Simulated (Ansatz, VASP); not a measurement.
**Two plane-wave programs on H**

```
H
1.0
    11.00000    0.00000    0.00000
     0.00000   11.50000    0.00000
     0.00000    0.00000   12.00000
H
2
Direct
  0.45455 0.47826 0.46703
  0.45455 0.47826 0.52880
```

Alike in both runs: functional r2SCAN; k mesh 1 × 1 × 1; no spin polarisation.

Ansatz relaxed the structure, and its values are those at the end. VASP's run is a single point on that final structure, the one shown.

|  | VASP | Ansatz |
| --- | --- | --- |
| version | VASP 6.6.1 | Ansatz 0.2.0 |
| potentials or method | VASP PAW PBE potentials, release 64 (H) | scalar-relativistic, plane waves, PAW |
| plane-wave cutoff (eV) | 440 | 500 |
| occupations | gaussian, width 0.01 eV | fixed |
| valence electrons in the cell | 2 | 2 |

VASP gave:

* rms of the force components (eV/Å): 0.010

Problem. What did Ansatz give for the same quantities?

Solution. rms of the force components (eV/Å): 0.000.

VASP's potentials were made for PBE, not for r2SCAN.
